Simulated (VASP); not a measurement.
# Rh (Fmmm) in VASP: a series of runs

The runs below take Rh through single point, relaxation of cell and atoms, with PBE.

Everything below comes from runs of VASP 6.6.1. Logs are shortened: lines on timing, memory, paths and dates and some standing lists are left out, and cuts for length are marked.

## (1) The cell of the first run

It takes space group Fmmm (No. 69, orthorhombic). Conventional cell: a = 2.717 Å, b = 2.815 Å, c = 4.931 Å, α = 90.00°, β = 90.00°, γ = 90.00°. Rh (site symmetry mmm) has 4 Rh at 1.96 Å within 2.6 Å.

The cell was built from a structure type or drawn by symmetry, and may not be a known phase.

## (2) Single point, PBE

The input, INCAR:

```
SYSTEM = Rh
PREC = Accurate
ENCUT = 520
EDIFF = 1E-6
ISMEAR = 0
SIGMA = 0.1
LREAL = .False.
LASPH = .True.
NELM = 80
ALGO = Fast
ISIF = 2
LWAVE = .False.
LCHARG = .True.
GGA = PE
LELF = .True.
LVHAR = .True.
NBANDS = 14
```

The input, KPOINTS:

```
regular mesh
0
Gamma
  10 10 10
  0 0 0
```

The input, POSCAR:

```
Rh
1.0
    0.0000000000      1.4077056800      2.4655695200
    1.3582624900      0.0000000000      2.4655695200
    1.3582624900      1.4077056800      0.0000000000
Rh
1
Direct
    0.0000000000      0.0000000000      0.0000000000
```

Potentials or basis: VASP PAW PBE potentials, release 64 (Rh_pv).

On the command line:

```console
$ cat potpaw_PBE.64/Rh_pv/POTCAR > POTCAR
$ mpirun -np 1 vasp_std > vasp.out
```

OUTCAR:

```text
SYSTEM = Rh
   PREC = Accurate
   ENCUT = 520
   EDIFF = 1E-6
   ISMEAR = 0
   LREAL = .False.
   LASPH = .True.
   NELM = 80
   ISIF = 2
   GGA = PE

 ion  position               nearest neighbor table
   1  0.000  0.000  0.000-

  LATTYP: Found a face centered orthorhombic cell.
 ALAT       =     2.7165249800
 B/A-ratio  =     1.0364017930
 C/A-ratio  =     1.8152378779

  Lattice vectors:

 A1 = (   0.0000000000,   1.4077056800,   2.4655695200)
 A2 = (   1.3582624900,   0.0000000000,   2.4655695200)
 A3 = (   1.3582624900,   1.4077056800,   0.0000000000)

Analysis of symmetry for initial positions (statically):
=====================================================================
 Subroutine PRICEL returns:
 Original cell was already a primitive cell.

 Routine SETGRP: Setting up the symmetry group for a
 face centered orthorhombic supercell.

 Subroutine GETGRP returns: Found  8 space group operations
 (whereof  8 operations were pure point group operations)
 out of a pool of  8 trial point group operations.

The static configuration has the point symmetry D_2h.

Analysis of symmetry for dynamics (positions and initial velocities):
=====================================================================
 Subroutine PRICEL returns:
 Original cell was already a primitive cell.

 Routine SETGRP: Setting up the symmetry group for a
 face centered orthorhombic supercell.

 Subroutine GETGRP returns: Found  8 space group operations
 (whereof  8 operations were pure point group operations)
 out of a pool of  8 trial point group operations.

The dynamic configuration has the point symmetry D_2h.

 Subroutine INISYM returns: Found  8 space group operations
 (whereof  8 operations are pure point group operations),
 and found     1 'primitive' translations

----------------------------------------------------------------------------------------

                                     Primitive cell

  volume of cell :       9.4285

  direct lattice vectors                    reciprocal lattice vectors
     0.000000000  1.407705680  2.465569520    -0.368117359  0.355187883  0.202792903
     1.358262490  0.000000000  2.465569520     0.368117359 -0.355187883  0.202792903
     1.358262490  1.407705680  0.000000000     0.368117359  0.355187883 -0.202792903

  length of vectors
     2.839131617  2.814944058  1.956147304     0.550267011  0.550267011  0.550267011

  position of ions in fractional coordinates (direct lattice)
     0.000000000  0.000000000  0.000000000

  ion indices of the primitive-cell ions
   primitive index   ion index
                 1           1

----------------------------------------------------------------------------------------

 KPOINTS: regular mesh

Automatic generation of k-mesh.
 Grid dimensions read from file:
 generate k-points for:   10   10   10

 Generating k-lattice:

  Cartesian coordinates                     Fractional coordinates (reciprocal lattice)
    -0.036811736  0.035518788  0.020279290     0.100000000 -0.000000000 -0.000000000
     0.036811736 -0.035518788  0.020279290     0.000000000  0.100000000  0.000000000
     0.036811736  0.035518788 -0.020279290     0.000000000  0.000000000  0.100000000

  Length of vectors
     0.055026701  0.055026701  0.055026701

  Shift w.r.t. Gamma in fractional coordinates (k-lattice)
     0.000000000  0.000000000  0.000000000

 Subroutine IBZKPT returns following result:
 ===========================================

 Found    171 irreducible k-points:

 Following reciprocal coordinates:
            Coordinates               Weight
  0.000000  0.000000  0.000000      1.000000
  0.100000 -0.000000  0.000000      8.000000
  0.200000 -0.000000  0.000000      8.000000
  0.300000 -0.000000  0.000000      8.000000
  0.400000 -0.000000  0.000000      8.000000
  0.500000  0.000000  0.000000      4.000000
[... 16 lines left out ...]
  0.300000  0.300000  0.000000      2.000000
  0.400000  0.300000 -0.000000      8.000000
 [... further k-points ...]
   k-points           NKPTS =    171   k-points in BZ     NKDIM =    171   number of bands    NBANDS=     14
   number of dos      NEDOS =    301   number of ions     NIONS =      1
   total plane-waves  NPLWV =   9216
   dimension x,y,z NGX =    24 NGY =   24 NGZ =   16
   dimension x,y,z NGXF=    48 NGYF=   48 NGZF=   32
   ions per type =               1
   NGX,Y,Z   is equivalent  to a cutoff of  14.05, 14.17, 13.60 a.u.
   NGXF,Y,Z  is equivalent  to a cutoff of  28.11, 28.35, 27.20 a.u.
 SYSTEM =  Rh
   PREC   = accura    normal or accurate (medium, high low for compatibility)
   ISTART =      0    job   : 0-new  1-cont  2-samecut
   ICHARG =      2    charge: 1-file 2-atom 10-const
   ISPIN  =      1    spin polarized calculation?
   LNONCOLLINEAR =      F non collinear calculations
   LSORBIT =      F    spin-orbit coupling
   LASPH  =      T    aspherical Exc in radial PAW
   ENCUT  =  520.0 eV  38.22 Ry    6.18 a.u.   5.28  5.23  3.64*2*pi/ulx,y,z
   NELM   =     80;   NELMIN=  2; NELMDL= -5     # of ELM steps
   EDIFF  = 0.1E-05   stopping-criterion for ELM
   LREAL  =      F    real-space projection
   EDIFFG = 0.1E-04   stopping-criterion for IOM
   NSW    =      0    number of steps for IOM
   IBRION =     -1    ionic relax: 0-MD 1-quasi-New 2-CG
   NFREE  =      0    steps in history (QN), initial steepest desc. (CG)
   ISIF   =      2    stress and relaxation
   ISYM   =      2    0-nonsym 1-usesym 2-fastsym
   POTIM  = 0.5000    time-step for ionic-motion
   TEBEG  =    0.0;   TEEND  =   0.0 temperature during run
   PSTRESS=    0.0 pullay stress
   NELECT =      15.0000    total number of electrons
   NUPDOWN=      -1.0000    fix difference up-down
   EMIN   =  10.00;   EMAX   =-10.00  energy-range for DOS
   EFERMI =   0.00;   METHOD = LEGACY
   ISMEAR =     0;   SIGMA  =   0.10  broadening in eV -4-tet -1-fermi 0-gaus
   EFERMI_NEDOS =   21; number of points for ismear=-14 and -15
   IALGO  =     68    algorithm
   IMIX   =      4    mixing-type and parameters
     AMIX     =   0.40;   BMIX     =  1.00
     AMIX_MAG =   1.60;   BMIX_MAG =  1.00
  volume/ion in A,a.u.               =       9.43        63.63
  Fermi-wavevector in a.u.,A,eV,Ry     =   1.911133  3.611518 49.694333  3.652430
  Thomas-Fermi vector in A             =   2.947809
   LORBIT       =      0    0 simple, 1 ext, 2 COOP (PROOUT), +10 PAW based schemes
   GGA     = PE    functional components
   LHFCALC =     F    Hartree Fock is set to
   AEXX    =    0.0000 exact exchange contribution
   IVDW    =     0    specifies the selected vdW correction
   LEPSILON=     F    determine dielectric tensor
   LRPA    =     F    only Hartree local field effects (RPA)
 non-spin polarized calculation
 RMM-DIIS sequential band-by-band and
 Gauss-broadening in eV      SIGMA  =   0.10
  energy-cutoff  :      520.00
  volume of cell :        9.43
 maximum number of plane-waves:       261
 NGX is ok and might be reduce to    24
   NGX = 11   NGY = 11   NGZ =  7

 number of electron      15.0000001 magnetization

 Free energy of the ion-electron system (eV)
  ---------------------------------------------------
  ext. energy  EPLUGINS =         0.00000000
  ---------------------------------------------------
  free energy    TOTEN  =         0.89710179 eV

  energy without entropy =        0.90285509  energy(sigma->0) =        0.89997844

 E-fermi :  20.6563     XC(G=0): -16.3446

 val. band max:       20.6512011417   @ k =   0.1000   0.1000   0.0000
 cond. band min:      20.6687045125   @ k =   0.3000   0.4000   0.1000
 fundamental gap:      0.0175033708
 Fermi energy:        20.6562574686

 k-point     1 :       0.0000    0.0000    0.0000
  band No.  band energies     occupation
      1     -27.9024      2.00000
      2     -25.9281      2.00000
      3     -25.7992      2.00000
      4       8.1949      2.00000
      5       9.8533      2.00000
      6      11.1616      2.00000
      7      20.2781      2.00000
      8      20.5285      1.92929
      9      24.2927      0.00000
     10      32.7885      0.00000
     11      40.3411      0.00000
     12      41.1664      0.00000
     13      49.8077      0.00000
     14      50.1128      0.00000

 k-point     2 :       0.1000   -0.0000    0.0000
  band No.  band energies     occupation
      1     -27.8548      2.00000
      2     -26.5624      2.00000
      3     -25.8022      2.00000
      4       8.8140      2.00000
      5      10.3508      2.00000
      6      11.9541      2.00000
      7      18.8256      2.00000
      8      20.5760      1.74382
      9      23.4234      0.00000
     10      34.1510      0.00000
     11      40.3403      0.00000
     12      42.1436      0.00000
     13      46.6524      0.00000
     14      50.9489      0.00000

 k-point     3 :       0.2000   -0.0000    0.0000
  band No.  band energies     occupation
      1     -28.2437      2.00000
      2     -27.7201      2.00000
      3     -25.6546      2.00000
      4       9.7883      2.00000
      5      11.4053      2.00000
      6      14.8932      2.00000
      7      16.1460      2.00000
      8      20.9879      0.00000
      9      21.4953      0.00000
     10      36.0732      0.00000
     11      40.3330      0.00000
     12      42.3611      0.00000
     13      43.4721      0.00000
     14      48.5449      0.00000
[... 324 lines left out ...]
 k-point    23 :       0.3000    0.3000    0.0000
  band No.  band energies     occupation
      1     -28.3978      2.00000
      2     -25.9621      2.00000
      3     -25.8300      2.00000
      4       7.9797      2.00000
      5      10.6393      2.00000
      6      13.6861      2.00000
      7      21.2320      0.00000
      8      21.4186      0.00000
      9      24.3495      0.00000
     10      29.6041      0.00000
     11      40.3427      0.00000
     12      45.0236      0.00000
     13      46.9321      0.00000
     14      47.1751      0.00000

 k-point    24 :       0.4000    0.3000   -0.0000
  band No.  band energies     occupation
      1     -28.4089      2.00000
      2     -26.5981      2.00000
      3     -25.8383      2.00000
      4       8.5644      2.00000
      5      11.3323      2.00000
      6      14.5128      2.00000
      7      20.9735      0.00001
      8      21.6284      0.00000
      9      23.4829      0.00000
     10      28.9682      0.00000
     11      40.3400      0.00000
     12      43.5823      0.00000
     13      47.3012      0.00000
     14      48.1262      0.00000

 [... further k-points ...]

------------------------ aborting loop because EDIFF is reached ----------------------------------------

  FORCE on cell =-STRESS in cart. coord.  units (eV):
  Direction    XX          YY          ZZ          XY          YZ          ZX
  --------------------------------------------------------------------------------------
  -------------------------------------------------------------------------------------
  Total       38.1918186     38.8550671      5.7539936     -0.0000000      0.0000000      0.0000000
  in kB     6489.9014671   6602.6066772    977.7709726     -0.0000000      0.0000000      0.0000000
  external PRESSURE =    4690.0930390 kB  Pullay stress =       0.0000000 kB

 VOLUME and BASIS-vectors are now :
 -----------------------------------------------------------------------------
  energy-cutoff  :      520.00
  volume of cell :        9.43
      direct lattice vectors                 reciprocal lattice vectors
     0.000000000  1.407705680  2.465569520    -0.368117359  0.355187883  0.202792903
     1.358262490  0.000000000  2.465569520     0.368117359 -0.355187883  0.202792903
     1.358262490  1.407705680  0.000000000     0.368117359  0.355187883 -0.202792903

 POSITION                                       TOTAL-FORCE (eV/Angst)
 -----------------------------------------------------------------------------------
      0.00000      0.00000      0.00000         0.000000      0.000000      0.000000
 -----------------------------------------------------------------------------------
    total drift:                                0.000000      0.000000     -0.000000

  FREE ENERGIE OF THE ION-ELECTRON SYSTEM (eV)
  ---------------------------------------------------
  free  energy   TOTEN  =         0.8971017931 eV

  energy  without entropy=        0.9028550941  energy(sigma->0) =        0.89997844
```

Wall time 25 s (1 thread of Intel Xeon 8259CL, shared host); peak memory 0.14 GiB.

What came out:

* Free energy: 0.8971 eV
* Pressure: 469.0 GPa
* Band gap on the k mesh: zero (an odd number of electrons rules out a gap without spin polarisation)

Levels at points of the mesh, in eV from the Fermi level:
```tsv
k point	band 5	band 6	band 7	band 8	band 9	band 10	band 11	band 12
(0.00, 0.00, 0.00)	-10.80	-9.49	-0.38	-0.13	3.64	12.13	19.68	20.51
(0.50, 0.00, 0.00)	-9.23	-3.12	-0.62	1.55	1.69	12.14	15.63	19.71
(0.50, 0.50, 0.00)	-10.27	-3.51	1.14	1.29	3.71	4.92	19.69	24.86
(0.50, 0.00, 0.50)	-8.75	-5.97	-0.47	8.53	9.27	10.18	19.64	21.34
(0.00, 0.50, 0.50)	-9.39	-5.47	0.03	8.52	9.66	10.56	19.66	21.86
```

Caveat: atoms lie so close that the PAW spheres overlap strongly, which falsifies energies and pressures; the cell stands under pressure.

## (3) Relaxation of cell and atoms, PBE

The input, INCAR:

```
SYSTEM = Rh
ALGO = Normal
EDIFF = 1E-6
EDIFFG = -0.04
ENCUT = 600
GGA = PE
IBRION = 2
ISIF = 3
ISMEAR = 0
LASPH = .True.
LCHARG = .False.
LREAL = .False.
LWAVE = .False.
NELM = 100
NSW = 90
PREC = Accurate
SIGMA = 0.1
```

The input, KPOINTS:

```
k-points
0
Gamma
  10 10 10
  0 0 0
```

POSCAR is that of step 2.

Potentials or basis: VASP PAW PBE potentials, release 64 (Rh_pv).

On the command line:

```console
$ cat potpaw_PBE.64/Rh_pv/POTCAR > POTCAR
$ mpirun -np 1 vasp_std > vasp.out
```

Wall time 6.2 min (1 thread of Intel Xeon 8259CL, shared host); peak memory 0.17 GiB.

The run converged. Its results:

```
Free energy                           : -7.2350 eV
Relaxed volume                        : 14.00 Å³/atom
Relaxed cell                          : a = 2.708 Å, b = 2.710 Å, c = 2.698 Å, α = 60.11°, β = 60.16°, γ = 59.73°
Space group after relaxing (to 0.1 Å) : Fm-3m (No. 225)
Pressure after relaxing               : -0.2 GPa
Band gap on the k mesh                : zero (an odd number of electrons rules out a gap without spin polarisation)
```

Stress tensor (GPa, compression positive):
```
-0.06  0.00  0.00
 0.00  0.04  0.00
 0.00  0.00 -0.45
```

Final structure:
```cif
data_structure
_symmetry_space_group_name_H-M 'P 1'
_symmetry_Int_Tables_number 1
_cell_length_a 2.7084
_cell_length_b 2.7096
_cell_length_c 2.6979
_cell_angle_alpha 60.113
_cell_angle_beta 60.156
_cell_angle_gamma 59.731
_cell_volume 14.00
loop_
_atom_site_label
_atom_site_type_symbol
_atom_site_fract_x
_atom_site_fract_y
_atom_site_fract_z
_atom_site_occupancy
Rh1 Rh 0.00000 0.00000 0.00000 1
```

Levels at points of the mesh, in eV from the Fermi level:
| k point | band 3 | band 4 | band 5 | band 6 | band 7 | band 8 | band 9 | band 10 | band 11 |
| --- | --- | --- | --- | --- | --- | --- | --- | --- | --- |
| (0.00, 0.00, 0.00) | -46.38 | -7.86 | -3.08 | -3.00 | -2.99 | -1.05 | -0.95 | 15.98 | 20.58 |
| (0.50, 0.00, 0.00) | -46.47 | -6.00 | -3.14 | -3.05 | 0.50 | 0.54 | 0.72 | 8.42 | 15.48 |
| (0.50, 0.50, 0.00) | -46.63 | -6.17 | -5.81 | 0.49 | 0.91 | 0.92 | 3.10 | 13.28 | 13.29 |
| (0.50, 0.00, 0.50) | -46.63 | -6.18 | -5.82 | 0.49 | 0.89 | 0.96 | 3.28 | 13.09 | 13.17 |
| (0.00, 0.50, 0.50) | -46.63 | -6.18 | -5.82 | 0.49 | 0.88 | 0.96 | 3.26 | 13.10 | 13.19 |

Caveat: the volume moved by over 15 % at a fixed basis, so the end points are rough.
